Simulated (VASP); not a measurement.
# PbI2 (P-3m1) in VASP: settings compared

The runs below take PbI2 through single point, with r2SCAN, PBE.

Everything below comes from runs of VASP 6.6.1. Logs are shortened: lines on timing, memory, paths and dates and some standing lists are left out, and cuts for length are marked.

## (1) The cell of the first run

It takes space group P-3m1 (No. 164, trigonal). Conventional cell: a = 4.564 Å, b = 4.564 Å, c = 7.047 Å, α = 90.00°, β = 90.00°, γ = 120.00°. Pb (site symmetry -3m) has 6 I at 3.24 Å within 4.3 Å. I (site symmetry 3m) has 3 Pb at 3.24 Å and 3 I at 4.21 Å within 4.3 Å.

## (2) Single point, r2SCAN

The input, POSCAR:

```
PbI2
1.0
    4.5638667773      0.0000000000      0.0000000000
   -2.2819333886      3.9524245686      0.0000000000
    0.0000000000      0.0000000000      7.0467140841
Pb I
1 2
Direct
    0.0000000000      0.0000000000      0.0000000000
    0.6666666667      0.3333333333      0.7332470705
    0.3333333333      0.6666666667      0.2667529295
```

The input, INCAR.step1:

```
PREC     = Accurate       # precision mode
ENCUT    = 550            # plane-wave cutoff, eV
ISMEAR   = 0              # smearing method
SIGMA    = 0.01           # smearing width, eV
LREAL    = False          # projectors in reciprocal space
LASPH    = True           # aspherical terms in the spheres
NELM     = 120            # most SCF steps
NBANDS   = 21             # bands
GGA      = PE             # functional
ALGO     = Normal         # electronic algorithm
EDIFF    = 1E-5           # SCF threshold, eV
LWAVE    = True           # write WAVECAR
LCHARG   = False          # write CHGCAR
GGA_COMPAT= False
```

The input, INCAR.step2:

```
PREC     = Accurate       # precision mode
ENCUT    = 550            # plane-wave cutoff, eV
EDIFF    = 1E-6           # SCF threshold, eV
ISMEAR   = 0              # smearing method
SIGMA    = 0.01           # smearing width, eV
LREAL    = False          # projectors in reciprocal space
LASPH    = True           # aspherical terms in the spheres
NELM     = 120            # most SCF steps
ALGO     = Normal         # electronic algorithm
ISIF     = 2              # what is computed and relaxed
LWAVE    = False          # write WAVECAR
LCHARG   = False          # write CHGCAR
METAGGA  = R2SCAN         # meta-GGA
LMIXTAU  = True         
NBANDS   = 21             # bands
ISTART   = 1            
GGA_COMPAT= False
```

The input, KPOINTS:

```
Automatic mesh
0
Gamma
  6 6 4
```

Potentials or basis: VASP PAW PBE potentials, release 64 (Pb_d, I).

Run with:

```bash
$ cat potpaw_PBE.64/Pb_d/POTCAR potpaw_PBE.64/I/POTCAR > POTCAR
$ cp INCAR.step1 INCAR
$ mpirun -np 1 vasp_std > vasp.out
$ cp INCAR.step2 INCAR
$ mpirun -np 1 vasp_std > vasp.out
```

OUTCAR:

```text
PREC = Accurate
   ENCUT = 550
   EDIFF = 1E-6
   ISMEAR = 0
   LREAL = False
   LASPH = True
   NELM = 120
   ISIF = 2
   METAGGA = R2SCAN
   ISTART = 1

 ion  position               nearest neighbor table
   1  0.000  0.000  0.000-   2 3.24   3 3.24   3 3.24   2 3.24   2 3.24   3 3.24
   2  0.667  0.333  0.733-   1 3.24   1 3.24   1 3.24
   3  0.333  0.667  0.267-   1 3.24   1 3.24   1 3.24

  LATTYP: Found a hexagonal cell.
 ALAT       =     4.5638667773
 C/A-ratio  =     1.5440227395

  Lattice vectors:

 A1 = (   4.5638667773,   0.0000000000,   0.0000000000)
 A2 = (  -2.2819333886,   3.9524245686,   0.0000000000)
 A3 = (   0.0000000000,   0.0000000000,   7.0467140841)

Analysis of symmetry for initial positions (statically):
=====================================================================
 Subroutine PRICEL returns:
 Original cell was already a primitive cell.

 Routine SETGRP: Setting up the symmetry group for a
 hexagonal supercell.

 Subroutine GETGRP returns: Found 12 space group operations
 (whereof 12 operations were pure point group operations)
 out of a pool of 24 trial point group operations.

The static configuration has the point symmetry D_3d.

Analysis of symmetry for dynamics (positions and initial velocities):
=====================================================================
 Subroutine PRICEL returns:
 Original cell was already a primitive cell.

 Routine SETGRP: Setting up the symmetry group for a
 hexagonal supercell.

 Subroutine GETGRP returns: Found 12 space group operations
 (whereof 12 operations were pure point group operations)
 out of a pool of 24 trial point group operations.

The dynamic configuration has the point symmetry D_3d.

 Subroutine INISYM returns: Found 12 space group operations
 (whereof 12 operations are pure point group operations),
 and found     1 'primitive' translations

----------------------------------------------------------------------------------------

                                     Primitive cell

  volume of cell :     127.1110

  direct lattice vectors                    reciprocal lattice vectors
     4.563866777  0.000000000  0.000000000     0.219112443  0.126504628  0.000000000
    -2.281933389  3.952424569  0.000000000     0.000000000  0.253009256  0.000000000
     0.000000000  0.000000000  7.046714084     0.000000000  0.000000000  0.141910114

  length of vectors
     4.563866777  4.563866777  7.046714084     0.253009256  0.253009256  0.141910114

  position of ions in fractional coordinates (direct lattice)
     0.000000000  0.000000000  0.000000000
     0.666666667  0.333333333  0.733247070
     0.333333333  0.666666667  0.266752930

  ion indices of the primitive-cell ions
   primitive index   ion index
                 1           1
                 2           2
                 3           3

----------------------------------------------------------------------------------------

 KPOINTS: Automatic mesh

Automatic generation of k-mesh.
 Grid dimensions read from file:
 generate k-points for:    6    6    4

 Generating k-lattice:

  Cartesian coordinates                     Fractional coordinates (reciprocal lattice)
     0.036518741  0.021084105  0.000000000     0.166666667  0.000000000  0.000000000
     0.000000000  0.042168209  0.000000000     0.000000000  0.166666667  0.000000000
     0.000000000  0.000000000  0.035477529     0.000000000  0.000000000  0.250000000

  Length of vectors
     0.042168209  0.042168209  0.035477529

  Shift w.r.t. Gamma in fractional coordinates (k-lattice)
     0.000000000  0.000000000  0.000000000

 Subroutine IBZKPT returns following result:
 ===========================================

 Found     24 irreducible k-points:

 Following reciprocal coordinates:
            Coordinates               Weight
  0.000000  0.000000  0.000000      1.000000
  0.166667  0.000000  0.000000      6.000000
  0.333333 -0.000000  0.000000      6.000000
  0.500000 -0.000000  0.000000      3.000000
  0.166667  0.166667  0.000000      6.000000
  0.333333  0.166667  0.000000     12.000000
[... 16 lines left out ...]
  0.333333  0.166667  0.500000     12.000000
  0.333333  0.333333  0.500000      2.000000
   k-points           NKPTS =     24   k-points in BZ     NKDIM =     24   number of bands    NBANDS=     21
   number of dos      NEDOS =    301   number of ions     NIONS =      3
   total plane-waves  NPLWV =  69984
   dimension x,y,z NGX =    36 NGY =   36 NGZ =   54
   dimension x,y,z NGXF=    72 NGYF=   72 NGZF=  108
   ions per type =               1   2
   NGX,Y,Z   is equivalent  to a cutoff of  13.11, 13.11, 12.74 a.u.
   NGXF,Y,Z  is equivalent  to a cutoff of  26.23, 26.23, 25.48 a.u.
 SYSTEM =  unknown system
   PREC   = accura    normal or accurate (medium, high low for compatibility)
   ISTART =      1    job   : 0-new  1-cont  2-samecut
   ICHARG =      0    charge: 1-file 2-atom 10-const
   ISPIN  =      1    spin polarized calculation?
   LNONCOLLINEAR =      F non collinear calculations
   LSORBIT =      F    spin-orbit coupling
   LASPH  =      T    aspherical Exc in radial PAW
   ENCUT  =  550.0 eV  40.42 Ry    6.36 a.u.   8.73  8.73 13.47*2*pi/ulx,y,z
   NELM   =    120;   NELMIN=  2; NELMDL=  0     # of ELM steps
   EDIFF  = 0.1E-05   stopping-criterion for ELM
   LREAL  =      F    real-space projection
   EDIFFG = 0.1E-04   stopping-criterion for IOM
   NSW    =      0    number of steps for IOM
   IBRION =     -1    ionic relax: 0-MD 1-quasi-New 2-CG
   NFREE  =      0    steps in history (QN), initial steepest desc. (CG)
   ISIF   =      2    stress and relaxation
   ISYM   =      2    0-nonsym 1-usesym 2-fastsym
   POTIM  = 0.5000    time-step for ionic-motion
   TEBEG  =    0.0;   TEEND  =   0.0 temperature during run
   PSTRESS=    0.0 pullay stress
   NELECT =      28.0000    total number of electrons
   NUPDOWN=      -1.0000    fix difference up-down
   EMIN   =  10.00;   EMAX   =-10.00  energy-range for DOS
   EFERMI =   0.00;   METHOD = LEGACY
   ISMEAR =     0;   SIGMA  =   0.01  broadening in eV -4-tet -1-fermi 0-gaus
   EFERMI_NEDOS =   21; number of points for ismear=-14 and -15
   IALGO  =     38    algorithm
   IMIX   =      4    mixing-type and parameters
     AMIX     =   0.40;   BMIX     =  1.00
     AMIX_MAG =   1.60;   BMIX_MAG =  1.00
  volume/ion in A,a.u.               =      42.37       285.93
  Fermi-wavevector in a.u.,A,eV,Ry     =   0.988704  1.868380 13.300188  0.977536
  Thomas-Fermi vector in A             =   2.120250
   LORBIT       =      0    0 simple, 1 ext, 2 COOP (PROOUT), +10 PAW based schemes
   METAGGA = R2SCAN    functional components
   LHFCALC =     F    Hartree Fock is set to
   AEXX    =    0.0000 exact exchange contribution
   IVDW    =     0    specifies the selected vdW correction
   LEPSILON=     F    determine dielectric tensor
   LRPA    =     F    only Hartree local field effects (RPA)
 non-spin polarized calculation
 Gauss-broadening in eV      SIGMA  =   0.01
  energy-cutoff  :      550.00
  volume of cell :      127.11
 maximum number of plane-waves:      3746
 NGX is ok and might be reduce to    36
   NGX = 17   NGY = 17   NGZ = 27

 number of electron      27.9999999 magnetization

 Free energy of the ion-electron system (eV)
  ---------------------------------------------------
  ext. energy  EPLUGINS =         0.00000000
  ---------------------------------------------------
  free energy    TOTEN  =      -107.67492673 eV

  energy without entropy =     -107.67492673  energy(sigma->0) =     -107.67492673

 E-fermi :   2.4328     XC(G=0):  -8.5112

 val. band max:        2.3106819443   @ k =   0.0000   0.0000   0.5000
 cond. band min:       4.9348555061   @ k =   0.0000   0.0000   0.5000
 fundamental gap:      2.6241735619
 Fermi energy:         2.4328318300

 k-point     1 :       0.0000    0.0000    0.0000
  band No.  band energies     occupation
      1     -14.4195      2.00000
      2     -14.4195      2.00000
      3     -14.4022      2.00000
      4     -14.3963      2.00000
      5     -14.3963      2.00000
      6     -10.2693      2.00000
[... 13 lines left out ...]
     20      10.5926      0.00000
     21      10.7337      0.00000

 k-point     2 :       0.1667    0.0000    0.0000
  band No.  band energies     occupation
      1     -14.4293      2.00000
      2     -14.4162      2.00000
      3     -14.4002      2.00000
      4     -14.3976      2.00000
      5     -14.3951      2.00000
      6     -10.1417      2.00000
[... 13 lines left out ...]
     20      10.2499      0.00000
     21      10.8318      0.00000

 k-point     3 :       0.3333   -0.0000    0.0000
  band No.  band energies     occupation
      1     -14.4504      2.00000
      2     -14.4124      2.00000
      3     -14.4033      2.00000
      4     -14.3912      2.00000
      5     -14.3898      2.00000
      6      -9.8289      2.00000
[... 13 lines left out ...]
     20      11.1389      0.00000
     21      11.6581      0.00000

 k-point     4 :       0.5000   -0.0000    0.0000
  band No.  band energies     occupation
      1     -14.4612      2.00000
      2     -14.4118      2.00000
      3     -14.4049      2.00000
      4     -14.3876      2.00000
      5     -14.3859      2.00000
      6      -9.5998      2.00000
[... 13 lines left out ...]
     20      11.9067      0.00000
     21      12.5640      0.00000

 k-point     5 :       0.1667    0.1667    0.0000
  band No.  band energies     occupation
      1     -14.4414      2.00000
      2     -14.4167      2.00000
      3     -14.3998      2.00000
      4     -14.3969      2.00000
      5     -14.3901      2.00000
      6      -9.9188      2.00000
[... 13 lines left out ...]
     20      10.8547      0.00000
     21      11.5243      0.00000
[... 382 lines left out ...]
     20      11.1121      0.00000
     21      11.7718      0.00000

 k-point    22 :       0.1667    0.1667    0.5000
  band No.  band energies     occupation
      1     -14.4417      2.00000
      2     -14.4167      2.00000
      3     -14.3999      2.00000
      4     -14.3969      2.00000
      5     -14.3901      2.00000
      6      -9.7796      2.00000
[... 13 lines left out ...]
     20      10.4513      0.00000
     21      10.6651      0.00000

 k-point    23 :       0.3333    0.1667    0.5000
  band No.  band energies     occupation
      1     -14.4526      2.00000
      2     -14.4200      2.00000
      3     -14.4011      2.00000
      4     -14.3913      2.00000
      5     -14.3869      2.00000
      6      -9.5374      2.00000
[... 13 lines left out ...]
     20      10.9594      0.00000
     21      11.0859      0.00000

 k-point    24 :       0.3333    0.3333    0.5000
  band No.  band energies     occupation
      1     -14.4384      2.00000
      2     -14.4384      2.00000
      3     -14.3941      2.00000
      4     -14.3941      2.00000
      5     -14.3893      2.00000
      6      -9.4243      2.00000
[... 13 lines left out ...]
     20      10.4862      0.00000
     21      10.9686      0.00000

------------------------ aborting loop because EDIFF is reached ----------------------------------------

  FORCE on cell =-STRESS in cart. coord.  units (eV):
  Direction    XX          YY          ZZ          XY          YZ          ZX
  --------------------------------------------------------------------------------------
  -------------------------------------------------------------------------------------
  Total        0.5646794      0.5646794      0.5493215      0.0000000      0.0000000      0.0000000
  in kB        7.1175302      7.1175302      6.9239511      0.0000000      0.0000000      0.0000000
  external PRESSURE =       7.0530038 kB  Pullay stress =       0.0000000 kB

 VOLUME and BASIS-vectors are now :
 -----------------------------------------------------------------------------
  energy-cutoff  :      550.00
  volume of cell :      127.11
      direct lattice vectors                 reciprocal lattice vectors
     4.563866777  0.000000000  0.000000000     0.219112443  0.126504628  0.000000000
    -2.281933389  3.952424569  0.000000000     0.000000000  0.253009256  0.000000000
     0.000000000  0.000000000  7.046714084     0.000000000  0.000000000  0.141910114

 POSITION                                       TOTAL-FORCE (eV/Angst)
 -----------------------------------------------------------------------------------
      0.00000      0.00000      0.00000        -0.000000      0.000000      0.000000
      2.28193      1.31747      5.16698         0.000000     -0.000000      0.004822
     -0.00000      2.63495      1.87973        -0.000000      0.000000     -0.004822
 -----------------------------------------------------------------------------------
    total drift:                                0.000000      0.000000      0.000000

  FREE ENERGIE OF THE ION-ELECTRON SYSTEM (eV)
  ---------------------------------------------------
  free  energy   TOTEN  =      -107.6749267282 eV

  energy  without entropy=     -107.6749267282  energy(sigma->0) =     -107.67492673
```

It took 7.1 min on 1 thread of AMD EPYC 9755, shared host; peak memory 0.27 GiB.

Results:

```
Free energy            : -107.6749 eV
Pressure               : 0.7 GPa
Largest force          : 0.005 eV/Å
Band gap on the k mesh : 2.62 eV
```

Forces on the atoms (eV/Å):
```
Pb   0.000  0.000  0.000
I    0.000  0.000  0.005
I    0.000  0.000 -0.005
```

Caveat: the PAW data sets were made with another functional, which shifts forces and pressure a little; spin-orbit coupling is left out, which moves the levels of the heavy elements.

## (3) Single point, PBE, non-collinear spin, zero start, spin-orbit coupling

The input, INCAR:

```
SYSTEM = PbI2
PREC = Accurate ; ENCUT = 500
EDIFF = 1E-6 ; ISMEAR = 0
SIGMA = 0.01 ; LREAL = .False.
LASPH = .True. ; NELM = 200
ALGO = Normal ; ISIF = 2
LWAVE = .False. ; LCHARG = .False.
LNONCOLLINEAR = .True. ; MAGMOM = 0 0 0 0 0 0 0 0 0
LORBIT = 11 ; LSORBIT = .True.
GGA_COMPAT = .False. ; LORBMOM = .True.
GGA = PE ; NBANDS = 41
```

The input, KPOINTS:

```
regular mesh
0
Gamma
  6 6 4
  0 0 0
```

POSCAR is that of step 2.

Potentials or basis: VASP PAW PBE potentials, release 64 (Pb_d, I).

Run with:

```bash
$ cat potpaw_PBE.64/Pb_d/POTCAR potpaw_PBE.64/I/POTCAR > POTCAR
$ mpirun -np 1 vasp_ncl > vasp.out
```

Wall time 6.9 min (1 thread of AMD EPYC 9755, shared host); peak memory 0.56 GiB.

Results (log left out):

```
Free energy                                           : -9.2337 eV
Pressure                                              : 1.3 GPa
Largest force                                         : 0.073 eV/Å
Net moment                                            : 0.00 μB per cell
Valence electrons inside the program's atomic spheres : Pb 11.84; I 4.29
```

Forces in eV/Å, atoms in the order of the input:
```
Pb   0.000  0.000  0.000
I    0.000  0.000 -0.073
I    0.000  0.000  0.073
```

Moments on the atoms (μB; x, y, z):
```
Pb  0.00 0.00 0.00
I   0.00 0.00 0.00
I   0.00 0.00 0.00
```

Caveat: this functional lacks dispersion, which binds layers or chains, so the pressure and a relaxed spacing across them are unreliable.
